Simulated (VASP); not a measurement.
BaNaAlS3, 48 atoms in the cell. It takes space group Pnma (No. 62, orthorhombic). The conventional cell has a = 19.595 Å, b = 8.838 Å, c = 6.875 Å, α = 90.00°, β = 90.00°, γ = 90.00°. Within 3.9 Å of Na (site symmetry -1) lie 6 S at 2.89 to 3.08 Å and 2 Al at 3.56 Å and 2 Na at 3.60 Å and 2 Ba at 3.81 Å. Within 3.8 Å of Na (site symmetry m) lie 7 S at 2.71 to 3.61 Å and 2 Na at 3.60 Å and 1 Al at 3.75 Å. Within 5.1 Å of Ba (site symmetry 1) lie 10 S at 3.16 to 5.07 Å and 5 Al at 3.66 to 4.76 Å and 4 Na at 3.81 to 4.86 Å and 4 Ba at 4.25 to 4.71 Å. Al (site symmetry m) has 4 S at 2.21 to 2.28 Å within 2.9 Å. Al (site symmetry m) has 4 S at 2.22 to 2.34 Å within 2.9 Å. S (site symmetry 1) has 2 Al at 2.28 to 2.34 Å and 2 Na at 2.71 to 2.89 Å within 3.0 Å. S (site symmetry m) has 1 Al at 2.21 Å within 2.9 Å. S (site symmetry m) has 1 Al at 2.24 Å and 3 Na at 3.01 to 3.08 Å within 3.1 Å. 

```yaml
Program: VASP 6.6.1
Task: single point
Functional: PBE
Potentials_or_basis: VASP PAW PBE potentials, release 64 (Na_pv, Ba_sv, Al, S)
Cutoff: 520 eV
k_mesh: 2 × 3 × 4
Occupations: fermi-dirac, width 0.02 eV
Spin: no spin polarisation
Dipole_correction: no
Further_INCAR_settings: LREAL = Auto; ALGO = Normal; EDIFF = 1e-06; NBANDS = 182
```

Potentials or basis: VASP PAW PBE potentials, release 64 (Na_pv, Ba_sv, Al, S).

Launch:

```sh
$ cat potpaw_PBE.64/Na_pv/POTCAR potpaw_PBE.64/Ba_sv/POTCAR potpaw_PBE.64/Al/POTCAR potpaw_PBE.64/S/POTCAR > POTCAR
$ mpirun -np 1 vasp_std > vasp.out
```

Hardware: 1 × NVIDIA H100 80GB with 1 thread of AMD EPYC 7R13 Processor (Zen 3), with other jobs on the host.

Question: Estimate the wall time of this run.

Answer: Wall time 4.1 min on 1 × NVIDIA H100 80GB with 1 thread of AMD EPYC 7R13 Processor (Zen 3) (shared host), peak memory 2.9 GiB. Counts: scf iterations 16, k points 12.
